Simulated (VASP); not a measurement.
# C (P6/mmm) in VASP: a series of runs

C is run at these levels: PBE; tasks: single point, relaxation of cell and atoms.

All numbers are computed with VASP 6.6.1; they aren't measurements. Logs are shortened: lines on timing, memory, paths and dates and some standing lists are left out, and cuts for length are marked.

## (1) The cell of the first run

Symmetry: P6/mmm, No. 191, hexagonal system. Conventional cell: a = 2.466 Å, b = 2.466 Å, c = 4.423 Å, α = 90.00°, β = 90.00°, γ = 120.00°. C (site symmetry -6m2) has 3 C at 1.42 Å within 1.9 Å.

The cell was built from a structure type or drawn by symmetry, and may not be a known phase.

## (2) Single point, PBE

Contents of INCAR:

```
PREC = Accurate
ENCUT = 520
EDIFF = 1E-7
ISMEAR = 0
SIGMA = 0.1
LREAL = F
LASPH = T
NELM = 80
ALGO = Normal
ISIF = 2
LWAVE = F
LCHARG = F
GGA = PE
NBANDS = 11
```

Contents of KPOINTS:

```
Automatic mesh
0
Gamma
  24 24 14
```

Contents of POSCAR:

```
C
1.0
    2.4664849237      0.0000000000      0.0000000000
   -1.2332424619      2.1360386020      0.0000000000
    0.0000000000      0.0000000000      4.4227244991
C
2
Direct
    0.6666666667      0.3333333333      0.5000000000
    0.3333333333      0.6666666667      0.5000000000
```

Potentials or basis: VASP PAW PBE potentials, release 64 (C).

Launch:

```bash
> cat potpaw_PBE.64/C/POTCAR > POTCAR
> mpirun -np 1 vasp_std > vasp.out
```

OUTCAR:

```text
PREC = Accurate
   ENCUT = 520
   EDIFF = 1E-7
   ISMEAR = 0
   LREAL = F
   LASPH = T
   NELM = 80
   ISIF = 2
   GGA = PE

 ion  position               nearest neighbor table
   1  0.667  0.333  0.500-   2 1.42   2 1.42   2 1.42
   2  0.333  0.667  0.500-   1 1.42   1 1.42   1 1.42

  LATTYP: Found a hexagonal cell.
 ALAT       =     2.4664849237
 C/A-ratio  =     1.7931285355

  Lattice vectors:

 A1 = (   2.4664849237,   0.0000000000,   0.0000000000)
 A2 = (  -1.2332424619,   2.1360386020,   0.0000000000)
 A3 = (   0.0000000000,   0.0000000000,   4.4227244991)

Analysis of symmetry for initial positions (statically):
=====================================================================
 Subroutine PRICEL returns:
 Original cell was already a primitive cell.

 Routine SETGRP: Setting up the symmetry group for a
 hexagonal supercell.

 Subroutine GETGRP returns: Found 24 space group operations
 (whereof 24 operations were pure point group operations)
 out of a pool of 24 trial point group operations.

The static configuration has the point symmetry D_6h.

Analysis of symmetry for dynamics (positions and initial velocities):
=====================================================================
 Subroutine PRICEL returns:
 Original cell was already a primitive cell.

 Routine SETGRP: Setting up the symmetry group for a
 hexagonal supercell.

 Subroutine GETGRP returns: Found 24 space group operations
 (whereof 24 operations were pure point group operations)
 out of a pool of 24 trial point group operations.

The dynamic configuration has the point symmetry D_6h.

 Subroutine INISYM returns: Found 24 space group operations
 (whereof 24 operations are pure point group operations),
 and found     1 'primitive' translations

----------------------------------------------------------------------------------------

                                     Primitive cell

  volume of cell :      23.3012

  direct lattice vectors                    reciprocal lattice vectors
     2.466484924  0.000000000  0.000000000     0.405435278  0.234078167  0.000000000
    -1.233242462  2.136038602  0.000000000     0.000000000  0.468156333  0.000000000
     0.000000000  0.000000000  4.422724499     0.000000000  0.000000000  0.226104972

  length of vectors
     2.466484924  2.466484924  4.422724499     0.468156333  0.468156333  0.226104972

  position of ions in fractional coordinates (direct lattice)
     0.666666667  0.333333333  0.500000000
     0.333333333  0.666666667  0.500000000

  ion indices of the primitive-cell ions
   primitive index   ion index
                 1           1
                 2           2

----------------------------------------------------------------------------------------

 KPOINTS: Automatic mesh

Automatic generation of k-mesh.
 Grid dimensions read from file:
 generate k-points for:   24   24   14

 Generating k-lattice:

  Cartesian coordinates                     Fractional coordinates (reciprocal lattice)
     0.016893137  0.009753257  0.000000000     0.041666667  0.000000000  0.000000000
     0.000000000  0.019506514  0.000000000     0.000000000  0.041666667  0.000000000
     0.000000000  0.000000000  0.016150355     0.000000000  0.000000000  0.071428571

  Length of vectors
     0.019506514  0.019506514  0.016150355

  Shift w.r.t. Gamma in fractional coordinates (k-lattice)
     0.000000000  0.000000000  0.000000000

 Subroutine IBZKPT returns following result:
 ===========================================

 Found    488 irreducible k-points:

 Following reciprocal coordinates:
            Coordinates               Weight
  0.000000  0.000000  0.000000      1.000000
  0.041667 -0.000000  0.000000      6.000000
  0.083333  0.000000  0.000000      6.000000
  0.125000  0.000000  0.000000      6.000000
  0.166667 -0.000000  0.000000      6.000000
  0.208333  0.000000  0.000000      6.000000
[... 16 lines left out ...]
  0.416667  0.041667  0.000000     12.000000
  0.458333  0.041667  0.000000     12.000000
 [... further k-points ...]
   k-points           NKPTS =    488   k-points in BZ     NKDIM =    488   number of bands    NBANDS=     11
   number of dos      NEDOS =    301   number of ions     NIONS =      2
   total plane-waves  NPLWV =  11664
   dimension x,y,z NGX =    18 NGY =   18 NGZ =   36
   dimension x,y,z NGXF=    36 NGYF=   36 NGZF=   72
   ions per type =               2
   NGX,Y,Z   is equivalent  to a cutoff of  12.13, 12.13, 13.53 a.u.
   NGXF,Y,Z  is equivalent  to a cutoff of  24.26, 24.26, 27.06 a.u.
 SYSTEM =  unknown system
   PREC   = accura    normal or accurate (medium, high low for compatibility)
   ISTART =      0    job   : 0-new  1-cont  2-samecut
   ICHARG =      2    charge: 1-file 2-atom 10-const
   ISPIN  =      1    spin polarized calculation?
   LNONCOLLINEAR =      F non collinear calculations
   LSORBIT =      F    spin-orbit coupling
   LASPH  =      T    aspherical Exc in radial PAW
   ENCUT  =  520.0 eV  38.22 Ry    6.18 a.u.   4.59  4.59  8.22*2*pi/ulx,y,z
   NELM   =     80;   NELMIN=  2; NELMDL= -5     # of ELM steps
   EDIFF  = 0.1E-06   stopping-criterion for ELM
   LREAL  =      F    real-space projection
   EDIFFG = 0.1E-05   stopping-criterion for IOM
   NSW    =      0    number of steps for IOM
   IBRION =     -1    ionic relax: 0-MD 1-quasi-New 2-CG
   NFREE  =      0    steps in history (QN), initial steepest desc. (CG)
   ISIF   =      2    stress and relaxation
   ISYM   =      2    0-nonsym 1-usesym 2-fastsym
   POTIM  = 0.5000    time-step for ionic-motion
   TEBEG  =    0.0;   TEEND  =   0.0 temperature during run
   PSTRESS=    0.0 pullay stress
   NELECT =       8.0000    total number of electrons
   NUPDOWN=      -1.0000    fix difference up-down
   EMIN   =  10.00;   EMAX   =-10.00  energy-range for DOS
   EFERMI =   0.00;   METHOD = LEGACY
   ISMEAR =     0;   SIGMA  =   0.10  broadening in eV -4-tet -1-fermi 0-gaus
   EFERMI_NEDOS =   21; number of points for ismear=-14 and -15
   IALGO  =     38    algorithm
   IMIX   =      4    mixing-type and parameters
     AMIX     =   0.40;   BMIX     =  1.00
     AMIX_MAG =   1.60;   BMIX_MAG =  1.00
  volume/ion in A,a.u.               =      11.65        78.62
  Fermi-wavevector in a.u.,A,eV,Ry     =   1.146337  2.166263 17.879262  1.314089
  Thomas-Fermi vector in A             =   2.283022
   LORBIT       =      0    0 simple, 1 ext, 2 COOP (PROOUT), +10 PAW based schemes
   GGA     = PE    functional components
   LHFCALC =     F    Hartree Fock is set to
   AEXX    =    0.0000 exact exchange contribution
   IVDW    =     0    specifies the selected vdW correction
   LEPSILON=     F    determine dielectric tensor
   LRPA    =     F    only Hartree local field effects (RPA)
 non-spin polarized calculation
 Gauss-broadening in eV      SIGMA  =   0.10
  energy-cutoff  :      520.00
  volume of cell :       23.30
 maximum number of plane-waves:       647
   NGX =  9   NGY =  9   NGZ = 17

 number of electron       7.9999998 magnetization

 Free energy of the ion-electron system (eV)
  ---------------------------------------------------
  ext. energy  EPLUGINS =         0.00000000
  ---------------------------------------------------
  free energy    TOTEN  =       -18.45277533 eV

  energy without entropy =      -18.45252002  energy(sigma->0) =      -18.45264767

 E-fermi :   2.5413     XC(G=0):  -8.4933

 val. band max:        2.5188149596   @ k =   0.3333   0.3333   0.2857
 cond. band min:       2.5626942089   @ k =   0.3333   0.3333   0.2143
 fundamental gap:      0.0438792493
 Fermi energy:         2.5413385402

 k-point     1 :       0.0000    0.0000    0.0000
  band No.  band energies     occupation
      1     -16.9872      2.00000
      2      -4.8795      2.00000
      3      -0.5040      2.00000
      4      -0.5040      2.00000
      5       5.5345      0.00000
      6      10.8411      0.00000
      7      10.8411      0.00000
      8      13.9750      0.00000
      9      15.0041      0.00000
     10      18.1013      0.00000
     11      24.8981      0.00000

 k-point     2 :       0.0417   -0.0000    0.0000
  band No.  band energies     occupation
      1     -16.9461      2.00000
      2      -4.8310      2.00000
      3      -0.6732      2.00000
      4      -0.5931      2.00000
      5       5.5883      0.00000
      6      10.8652      0.00000
      7      11.0197      0.00000
      8      13.8326      0.00000
      9      15.0763      0.00000
     10      18.1318      0.00000
     11      25.0478      0.00000

 k-point     3 :       0.0833    0.0000    0.0000
  band No.  band energies     occupation
      1     -16.8230      2.00000
      2      -4.6856      2.00000
      3      -1.1551      2.00000
      4      -0.8421      2.00000
      5       5.7498      0.00000
      6      10.9088      0.00000
      7      11.5357      0.00000
      8      13.4187      0.00000
      9      15.3047      0.00000
     10      18.2190      0.00000
     11      25.1028      0.00000

 k-point     4 :       0.1250    0.0000    0.0000
  band No.  band energies     occupation
      1     -16.6182      2.00000
      2      -4.4444      2.00000
      3      -1.8864      2.00000
      4      -1.2062      2.00000
      5       6.0190      0.00000
      6      10.9160      0.00000
      7      12.3406      0.00000
      8      12.7680      0.00000
      9      15.7046      0.00000
     10      18.3524      0.00000
     11      25.2578      0.00000

 k-point     5 :       0.1667   -0.0000    0.0000
  band No.  band energies     occupation
      1     -16.3323      2.00000
      2      -4.1092      2.00000
      3      -2.7937      2.00000
      4      -1.6338      2.00000
      5       6.3959      0.00000
      6      10.8549      0.00000
      7      11.9252      0.00000
      8      13.3759      0.00000
      9      16.2590      0.00000
     10      18.5148      0.00000
     11      25.4315      0.00000
[... 211 lines left out ...]
 k-point    21 :       0.3333    0.0417    0.0000
  band No.  band energies     occupation
      1     -14.0465      2.00000
      2      -7.6209      2.00000
      3      -3.5251      2.00000
      4      -1.5389      2.00000
      5       6.9861      0.00000
      6       9.4319      0.00000
      7      10.3653      0.00000
      8      17.2492      0.00000
      9      18.7476      0.00000
     10      19.4703      0.00000
     11      22.5477      0.00000

 k-point    22 :       0.3750    0.0417    0.0000
  band No.  band energies     occupation
      1     -13.3471      2.00000
      2      -8.6698      2.00000
      3      -3.7632      2.00000
      4      -0.8325      2.00000
      5       5.9311      0.00000
      6      10.1300      0.00000
      7      10.4986      0.00000
      8      16.3101      0.00000
      9      18.6530      0.00000
     10      20.5475      0.00000
     11      23.0241      0.00000

 k-point    23 :       0.4167    0.0417    0.0000
  band No.  band energies     occupation
      1     -12.5971      2.00000
      2      -9.6580      2.00000
      3      -3.9248      2.00000
      4      -0.1767      2.00000
      5       5.0340      0.00000
      6      10.1112      0.00000
      7      11.4809      0.00000
      8      15.0921      0.00000
      9      18.5650      0.00000
     10      21.5018      0.00000
     11      23.6239      0.00000

 k-point    24 :       0.4583    0.0417    0.0000
  band No.  band energies     occupation
      1     -11.8832      2.00000
      2     -10.4925      2.00000
      3      -4.0064      2.00000
      4       0.2655      2.00000
      5       4.4685      0.00000
      6      10.0740      0.00000
      7      12.6038      0.00000
      8      13.8453      0.00000
      9      18.5133      0.00000
     10      22.0759      0.00000
     11      24.0331      0.00000

 [... further k-points ...]

------------------------ aborting loop because EDIFF is reached ----------------------------------------

  FORCE on cell =-STRESS in cart. coord.  units (eV):
  Direction    XX          YY          ZZ          XY          YZ          ZX
  --------------------------------------------------------------------------------------
  -------------------------------------------------------------------------------------
  Total        0.0774763      0.0774763     -0.0028703     -0.0000000     -0.0000000      0.0000000
  in kB        5.3272400      5.3272400     -0.1973613     -0.0000000     -0.0000000      0.0000000
  external PRESSURE =       3.4857062 kB  Pullay stress =       0.0000000 kB

 VOLUME and BASIS-vectors are now :
 -----------------------------------------------------------------------------
  energy-cutoff  :      520.00
  volume of cell :       23.30
      direct lattice vectors                 reciprocal lattice vectors
     2.466484924  0.000000000  0.000000000     0.405435278  0.234078167  0.000000000
    -1.233242462  2.136038602  0.000000000     0.000000000  0.468156333  0.000000000
     0.000000000  0.000000000  4.422724499     0.000000000  0.000000000  0.226104972

 POSITION                                       TOTAL-FORCE (eV/Angst)
 -----------------------------------------------------------------------------------
      1.23324      0.71201      2.21136        -0.000000      0.000000      0.000000
     -0.00000      1.42403      2.21136         0.000000      0.000000      0.000000
 -----------------------------------------------------------------------------------
    total drift:                                0.000000     -0.000000     -0.000000

  FREE ENERGIE OF THE ION-ELECTRON SYSTEM (eV)
  ---------------------------------------------------
  free  energy   TOTEN  =       -18.4527753284 eV

  energy  without entropy=      -18.4525200205  energy(sigma->0) =      -18.45264767
```

Run time: 1.9 min. Hardware: 1 thread of Intel Xeon 8259CL, shared host; peak memory 0.21 GiB.

Results:

| Quantity | Value |
| --- | --- |
| Free energy | -18.4528 eV |
| Pressure | 0.3 GPa |
| Band gap on the k mesh | zero (bands 4 and 5 overlap by 0.20 eV) |

Stress tensor (GPa, compression positive):
```
 0.53  0.00  0.00
 0.00  0.53  0.00
 0.00  0.00 -0.02
```

Caveat: this functional lacks dispersion, which binds the layers, so the pressure and a relaxed spacing across them are unreliable.

[end of part 1 of 2]
